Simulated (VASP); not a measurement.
# Be3Te4 (Pmn2_1) in VASP: relaxation of cell and atoms with PBE

Aim: the relaxation of cell and atoms of Be3Te4 with PBE.

Everything below comes from runs of VASP 6.6.1. Logs are shortened: lines on timing, memory, paths and dates and some standing lists are left out, and cuts for length are marked.

## 1. The cell of the first run

The structure is orthorhombic, space group Pmn2_1 (No. 31). Conventional cell: a = 7.550 Å, b = 6.540 Å, c = 6.170 Å, α = 90.00°, β = 90.00°, γ = 90.00°. Within 3.0 Å of Be (site symmetry m) lie 4 Te at 2.30 to 2.34 Å. Be (site symmetry 1) has 4 Te at 2.31 to 2.34 Å within 3.0 Å. Te (site symmetry m) has 3 Be at 2.30 to 2.31 Å within 3.0 Å. Te (site symmetry 1) has 3 Be at 2.31 to 2.32 Å within 3.1 Å. Within 3.1 Å of Te (site symmetry m) lie 3 Be at 2.34 Å.

## 2. Relaxation of cell and atoms, PBE (atoms taken out)

INCAR reads:

```
  PREC = Accurate
  ENCUT = 500
  EDIFF = 1E-7
  ISMEAR = 0
  SIGMA = 0.2
  LREAL = F
  LASPH = T
  NELM = 300
  ALGO = All
  ISIF = 3
  LWAVE = F
  LCHARG = F
  GGA = PE
  IBRION = 2
  NSW = 36
  EDIFFG = -0.08
  GGA_COMPAT = F
  NELMIN = 4
  ISEARCH = 1
  KPAR = 4
```

KPOINTS reads:

```
Automatic mesh
0
Gamma
  2 3 3
```

POSCAR reads:

```
Be3Te4
1.0
    7.5500000000      0.0000000000      0.0000000000
    0.0000000000      6.5400000000      0.0000000000
    0.0000000000      0.0000000000      6.1700000000
Be Te
6 8
Direct
    0.5000000000      0.8450000000      0.0000000000
    0.2500000000      0.3300000000      0.0000000000
    0.7500000000      0.3300000000      0.0000000000
    0.0000000000      0.1550000000      0.5000000000
    0.2500000000      0.6700000000      0.5000000000
    0.7500000000      0.6700000000      0.5000000000
    0.5000000000      0.1720000000      0.8650000000
    0.7550000000      0.3350000000      0.3750000000
    0.2450000000      0.3350000000      0.3750000000
    0.0000000000      0.8280000000      0.3650000000
    0.2550000000      0.6650000000      0.8750000000
    0.7450000000      0.6650000000      0.8750000000
    0.0000000000      0.1500000000      0.8800000000
    0.5000000000      0.8500000000      0.3800000000
```

Potentials or basis: VASP PAW PBE potentials, release 64 (Be, Te).

On the command line:

```
> cat potpaw_PBE.64/Be/POTCAR potpaw_PBE.64/Te/POTCAR > POTCAR
> mpirun -np 4 vasp_std > vasp.out
```

OUTCAR:

```text
PREC = Accurate
   ENCUT = 500
   EDIFF = 1E-7
   ISMEAR = 0
   LREAL = F
   LASPH = T
   NELM = 300
   ISIF = 3
   GGA = PE
   IBRION = 2
   NSW = 36
   EDIFFG = -0.08
   NELMIN = 4

 ion  position               nearest neighbor table
   1  0.500  0.845  0.000-   7 2.30  11 2.32  12 2.32  14 2.34
   2  0.250  0.330  0.000-   7 2.31   9 2.31  11 2.32  13 2.34
   3  0.750  0.330  0.000-   7 2.31   8 2.31  12 2.32  13 2.34
   4  0.000  0.155  0.500-  10 2.30   9 2.32   8 2.32  13 2.34
   5  0.250  0.670  0.500-  10 2.31  11 2.31   9 2.32  14 2.34
   6  0.750  0.670  0.500-  10 2.31  12 2.31   8 2.32  14 2.34
   7  0.500  0.172  0.865-   1 2.30   2 2.31   3 2.31  14 3.66
   8  0.755  0.335  0.375-   3 2.31   6 2.32   4 2.32
   9  0.245  0.335  0.375-   2 2.31   5 2.32   4 2.32
  10  0.000  0.828  0.365-   4 2.30   5 2.31   6 2.31  13 3.66
  11  0.255  0.665  0.875-   5 2.31   2 2.32   1 2.32
  12  0.745  0.665  0.875-   6 2.31   3 2.32   1 2.32
  13  0.000  0.150  0.880-   2 2.34   3 2.34   4 2.34  10 3.66
  14  0.500  0.850  0.380-   5 2.34   6 2.34   1 2.34   7 3.66

  LATTYP: Found a simple orthorhombic cell.
 ALAT       =     6.1700000000
 B/A-ratio  =     1.0599675851
 C/A-ratio  =     1.2236628849

  Lattice vectors:

 A1 = (   0.0000000000,   0.0000000000,  -6.1700000000)
 A2 = (   0.0000000000,   6.5400000000,   0.0000000000)
 A3 = (   7.5500000000,   0.0000000000,   0.0000000000)

Analysis of symmetry for initial positions (statically):
=====================================================================
 Subroutine PRICEL returns:
 Original cell was already a primitive cell.

 Routine SETGRP: Setting up the symmetry group for a
 simple orthorhombic supercell.

 Subroutine GETGRP returns: Found  4 space group operations
 (whereof  2 operations were pure point group operations)
 out of a pool of  8 trial point group operations.

The static configuration has the point symmetry C_1h.
 The point group associated with its full space group is C_2v.

Analysis of symmetry for dynamics (positions and initial velocities):
=====================================================================
 Subroutine PRICEL returns:
 Original cell was already a primitive cell.

 Routine SETGRP: Setting up the symmetry group for a
 simple orthorhombic supercell.

 Subroutine GETGRP returns: Found  4 space group operations
 (whereof  2 operations were pure point group operations)
 out of a pool of  8 trial point group operations.

The dynamic configuration has the point symmetry C_1h.
 The point group associated with its full space group is C_2v.

 Subroutine INISYM returns: Found  4 space group operations
 (whereof  2 operations are pure point group operations),
 and found     1 'primitive' translations

----------------------------------------------------------------------------------------

                                     Primitive cell

  volume of cell :     304.6561

  direct lattice vectors                    reciprocal lattice vectors
     7.550000000  0.000000000  0.000000000     0.132450331  0.000000000  0.000000000
     0.000000000  6.540000000  0.000000000     0.000000000  0.152905199  0.000000000
     0.000000000  0.000000000  6.170000000     0.000000000  0.000000000  0.162074554

  length of vectors
     7.550000000  6.540000000  6.170000000     0.132450331  0.152905199  0.162074554

  position of ions in fractional coordinates (direct lattice)
     0.500000000  0.845000000  0.000000000
     0.250000000  0.330000000  0.000000000
     0.750000000  0.330000000  0.000000000
     0.000000000  0.155000000  0.500000000
     0.250000000  0.670000000  0.500000000
     0.750000000  0.670000000  0.500000000
     0.500000000  0.172000000  0.865000000
     0.755000000  0.335000000  0.375000000
     0.245000000  0.335000000  0.375000000
     0.000000000  0.828000000  0.365000000
     0.255000000  0.665000000  0.875000000
     0.745000000  0.665000000  0.875000000
     0.000000000  0.150000000  0.880000000
     0.500000000  0.850000000  0.380000000

  ion indices of the primitive-cell ions
   primitive index   ion index
                 1           1
                 2           2
                 3           3
                 4           4
                 5           5
                 6           6
                 7           7
                 8           8
                 9           9
                10          10
                11          11
                12          12
                13          13
                14          14

----------------------------------------------------------------------------------------

 KPOINTS: Automatic mesh

Automatic generation of k-mesh.
 Grid dimensions read from file:
 generate k-points for:    2    3    3

 Generating k-lattice:

  Cartesian coordinates                     Fractional coordinates (reciprocal lattice)
     0.066225166  0.000000000  0.000000000     0.500000000  0.000000000  0.000000000
     0.000000000  0.050968400  0.000000000     0.000000000  0.333333333  0.000000000
     0.000000000  0.000000000  0.054024851     0.000000000  0.000000000  0.333333333

  Length of vectors
     0.066225166  0.050968400  0.054024851

  Shift w.r.t. Gamma in fractional coordinates (k-lattice)
     0.000000000  0.000000000  0.000000000

 Subroutine IBZKPT returns following result:
 ===========================================

 Found      8 irreducible k-points:

 Following reciprocal coordinates:
            Coordinates               Weight
  0.000000  0.000000  0.000000      1.000000
  0.500000  0.000000  0.000000      1.000000
  0.000000  0.333333  0.000000      2.000000
  0.500000  0.333333  0.000000      2.000000
  0.000000  0.000000  0.333333      2.000000
  0.500000  0.000000  0.333333      2.000000
  0.000000  0.333333  0.333333      4.000000
  0.500000  0.333333  0.333333      4.000000
   k-points           NKPTS =      8   k-points in BZ     NKDIM =      8   number of bands    NBANDS=     38
   number of dos      NEDOS =    301   number of ions     NIONS =     14
   total plane-waves  NPLWV = 129024
   dimension x,y,z NGX =    56 NGY =   48 NGZ =   48
   dimension x,y,z NGXF=   112 NGYF=   96 NGZF=   96
   ions per type =               6   8
   NGX,Y,Z   is equivalent  to a cutoff of  12.33, 12.20, 12.93 a.u.
   NGXF,Y,Z  is equivalent  to a cutoff of  24.66, 24.40, 25.87 a.u.
 SYSTEM =  unknown system
   PREC   = accura    normal or accurate (medium, high low for compatibility)
   ISTART =      0    job   : 0-new  1-cont  2-samecut
   ICHARG =      2    charge: 1-file 2-atom 10-const
   ISPIN  =      1    spin polarized calculation?
   LNONCOLLINEAR =      F non collinear calculations
   LSORBIT =      F    spin-orbit coupling
   LASPH  =      T    aspherical Exc in radial PAW
   ENCUT  =  500.0 eV  36.75 Ry    6.06 a.u.  13.77 11.92 11.25*2*pi/ulx,y,z
   NELM   =    300;   NELMIN=  4; NELMDL= -5     # of ELM steps
   EDIFF  = 0.1E-06   stopping-criterion for ELM
   LREAL  =      F    real-space projection
   EDIFFG = -.8E-01   stopping-criterion for IOM
   NSW    =     36    number of steps for IOM
   IBRION =      2    ionic relax: 0-MD 1-quasi-New 2-CG
   NFREE  =      1    steps in history (QN), initial steepest desc. (CG)
   ISIF   =      3    stress and relaxation
   ISYM   =      2    0-nonsym 1-usesym 2-fastsym
   POTIM  = 0.5000    time-step for ionic-motion
   TEBEG  =    0.0;   TEEND  =   0.0 temperature during run
   PSTRESS=    0.0 pullay stress
   NELECT =      60.0000    total number of electrons
   NUPDOWN=      -1.0000    fix difference up-down
   EMIN   =  10.00;   EMAX   =-10.00  energy-range for DOS
   EFERMI =   0.00;   METHOD = LEGACY
   ISMEAR =     0;   SIGMA  =   0.20  broadening in eV -4-tet -1-fermi 0-gaus
   EFERMI_NEDOS =   21; number of points for ismear=-14 and -15
   IALGO  =     58    algorithm
   IMIX   =      4    mixing-type and parameters
     AMIX     =   0.40;   BMIX     =  1.00
     AMIX_MAG =   1.60;   BMIX_MAG =  1.00
  volume/ion in A,a.u.               =      21.76       146.85
  Fermi-wavevector in a.u.,A,eV,Ry     =   0.952479  1.799924 12.343420  0.907216
  Thomas-Fermi vector in A             =   2.081045
   LORBIT       =      0    0 simple, 1 ext, 2 COOP (PROOUT), +10 PAW based schemes
   GGA     = PE    functional components
   LHFCALC =     F    Hartree Fock is set to
   AEXX    =    0.0000 exact exchange contribution
   IVDW    =     0    specifies the selected vdW correction
   LEPSILON=     F    determine dielectric tensor
   LRPA    =     F    only Hartree local field effects (RPA)
 conjugate gradient relaxation of ions
 non-spin polarized calculation
 Gauss-broadening in eV      SIGMA  =   0.20
  energy-cutoff  :      500.00
  volume of cell :      304.66
 maximum number of plane-waves:      7758
 NGX is ok and might be reduce to    56
   NGX = 27   NGY = 23   NGZ = 23

--------------------------------------- Ionic step        1  -------------------------------------------

 number of electron      59.9999998 magnetization

 Free energy of the ion-electron system (eV)
  ---------------------------------------------------
  ext. energy  EPLUGINS =         0.00000000
  ---------------------------------------------------
  free energy    TOTEN  =       -48.39462630 eV

  energy without entropy =      -48.22504184  energy(sigma->0) =      -48.30983407

------------------------ aborting loop because EDIFF is reached ----------------------------------------

  FORCE on cell =-STRESS in cart. coord.  units (eV):
  Direction    XX          YY          ZZ          XY          YZ          ZX
  --------------------------------------------------------------------------------------
  -------------------------------------------------------------------------------------
  Total        9.9769808     17.9325453     21.4078106      0.0000000      0.0000000      0.0000000
  in kB       52.4686460     94.3067230    112.5830400      0.0000000      0.0000000      0.0000000
  external PRESSURE =      86.4528030 kB  Pullay stress =       0.0000000 kB
[... 125 lines left out ...]
  FREE ENERGIE OF THE ION-ELECTRON SYSTEM (eV)
  ---------------------------------------------------
  free  energy   TOTEN  =       -49.5915869982 eV

  energy  without entropy=      -49.4236607978  energy(sigma->0) =      -49.50762390

[... ionic steps 4 to 29 ...]

--------------------------------------- Ionic step       30  -------------------------------------------

 number of electron      60.0000003 magnetization

------------------------ aborting loop because EDIFF is reached ----------------------------------------
[... 91 lines left out ...]
--------------------------------------- Ionic step       32  -------------------------------------------

 number of electron      60.0000000 magnetization

 Free energy of the ion-electron system (eV)
  ---------------------------------------------------
  ext. energy  EPLUGINS =         0.00000000
  ---------------------------------------------------
  free energy    TOTEN  =       -50.96965943 eV

  energy without entropy =      -50.96965435  energy(sigma->0) =      -50.96965689

 E-fermi :   5.4194     XC(G=0):  -9.0650

 val. band max:        4.8367423339   @ k =   0.5000   0.0000   0.0000
 cond. band min:       5.9792550610   @ k =   0.0000   0.0000   0.0000
 fundamental gap:      1.1425127270
 Fermi energy:         5.4194141172

 k-point     1 :       0.0000    0.0000    0.0000
  band No.  band energies     occupation
      1      -7.3833      2.00000
      2      -6.4061      2.00000
      3      -6.3797      2.00000
      4      -6.0909      2.00000
      5      -5.2704      2.00000
      6      -5.0423      2.00000
[... 358 lines left out ...]
  FREE ENERGIE OF THE ION-ELECTRON SYSTEM (eV)
  ---------------------------------------------------
  free  energy   TOTEN  =       -50.9696594313 eV

  energy  without entropy=      -50.9696543527  energy(sigma->0) =      -50.96965689

 reached required accuracy - stopping structural energy minimisation
```

It took 12 min on 4 MPI ranks of Intel Xeon 6975P-C (Granite Rapids), shared host; peak memory 0.45 GiB.

What came out:

- Free energy: -50.9697 eV
- Relaxed volume: 24.22 Å³/atom
- Relaxed cell: a = 6.546 Å, b = 7.508 Å, c = 6.898 Å, α = 90.00°, β = 90.00°, γ = 90.00°
- Space group after relaxing (to 0.1 Å): Pmn2_1 (No. 31)
- Energy gained by relaxing: 183.9 meV/atom
- Ionic steps: 32
- Pressure after relaxing: 0.0 GPa
- Largest force after relaxing: 0.077 eV/Å
- Band gap on the k mesh: zero (bands 30 and 31 overlap by 2.70 eV)

Forces on the atoms (eV/Å):
```
Be   0.000  0.017  0.000
Be   0.010 -0.049  0.014
Be  -0.010 -0.049  0.014
Be   0.000 -0.017  0.000
Be  -0.010  0.049  0.014
Be   0.010  0.049  0.014
Te   0.000  0.028  0.001
Te   0.015  0.023 -0.026
Te  -0.015  0.023 -0.026
Te   0.000 -0.028  0.001
Te   0.015 -0.023 -0.026
Te  -0.015 -0.023 -0.026
Te   0.000 -0.073  0.025
Te   0.000  0.073  0.025
```

Step by step:
| step | energy change (eV) | largest force (eV/Å) | pressure (GPa) | volume (Å³) |
| --- | --- | --- | --- | --- |
| 1 | 0.0000 | 0.8684 | 8.65 | 304.66 |
| 2 | -1.1334 | 0.3428 | -1.85 | 359.29 |
| 3 | -1.1970 | 0.3631 | -0.27 | 347.53 |
| 4 | -1.1968 | 0.3615 | -0.40 | 348.43 |
| 5 | -1.2726 | 0.3063 | -0.35 | 347.58 |
| 6 | -1.3555 | 0.2100 | -0.18 | 345.75 |
| 7 | -1.3606 | 0.1999 | -0.10 | 345.13 |
| 8 | -1.3804 | 0.0993 | 0.06 | 343.68 |
| 9 | -1.3804 | 0.1059 | 0.07 | 343.63 |
| 10 | -1.3859 | 0.0856 | -0.04 | 344.07 |
| 11 | -1.3897 | 0.1073 | -0.34 | 345.36 |
| 12 | -1.3903 | 0.0928 | -0.27 | 345.04 |
| 13 | -1.3932 | 0.0886 | -0.25 | 344.76 |
| 14 | -1.4034 | 0.1186 | -0.19 | 343.89 |
| 15 | -1.4355 | 0.2466 | -0.08 | 342.14 |
| 16 | -1.5467 | 0.4401 | 0.18 | 338.53 |
| 17 | -1.8056 | 0.7812 | 1.09 | 330.84 |
| 18 | 0.8209 | 5.1727 | 6.99 | 313.59 |
| 19 | -1.8553 | 0.7176 | 1.18 | 330.23 |
| 20 | -1.4509 | 1.9787 | 3.05 | 321.89 |
| 21 | -1.8745 | 0.7713 | 1.31 | 329.40 |
| 22 | -1.8781 | 0.8572 | 1.45 | 328.59 |
| 23 | -1.8776 | 0.8182 | 1.39 | 328.95 |
| 24 | -2.0174 | 0.7646 | 0.92 | 331.44 |
| 25 | -2.3107 | 0.6330 | -0.33 | 338.86 |
| 26 | -2.3167 | 0.5336 | -2.18 | 353.54 |
| 27 | -2.4091 | 0.5537 | -1.35 | 346.18 |
| 28 | -2.4980 | 0.4050 | -0.71 | 342.26 |
| 29 | -2.5452 | 0.2456 | 0.27 | 336.92 |
| 30 | -2.5631 | 0.1730 | 0.13 | 337.82 |
| 31 | -2.5698 | 0.1207 | -0.01 | 338.80 |
| 32 | -2.5750 | 0.0773 | -0.04 | 339.02 |

Final structure:
```
Be Te
1.0
     6.54587    0.00000    0.00000
     0.00000    7.50770    0.00000
     0.00000    0.00000    6.89835
Be Te
6 8
Direct
  0.50000 0.84381 0.01587
  0.25303 0.35438 0.00985
  0.74697 0.35438 0.00985
  0.00000 0.15619 0.51587
  0.24697 0.64562 0.50985
  0.75303 0.64562 0.50985
  0.50000 0.14054 0.86097
  0.74359 0.35145 0.36501
  0.25641 0.35145 0.36501
  0.00000 0.85946 0.36097
  0.24359 0.64855 0.86501
  0.75641 0.64855 0.86501
  0.00000 0.14558 0.86842
  0.50000 0.85442 0.36842
```

Levels at points of the mesh, in eV from the Fermi level:
```tsv
k point	band 27	band 28	band 29	band 30	band 31	band 32	band 33	band 34
(0.00, 0.00, 0.00)	-0.92	-0.83	0.56	1.47	1.99	2.11	2.27	2.30
(0.50, 0.00, 0.00)	-1.18	-1.18	-0.86	-0.86	-0.58	-0.58	2.39	2.39
```

Caveat: the k points lie up to 0.48 Å⁻¹ apart in the final cell, too coarse for converged energies and pressures of a metal; the cell differs from its parent crystal (atoms taken out); spin-orbit coupling is left out, which moves the levels of the heavy elements; the relaxation stopped at a loose force limit of 0.08 eV/Å, so its end isn't a converged minimum.

The gap in the log of VASP goes by the Fermi energy; the results here count the filled bands.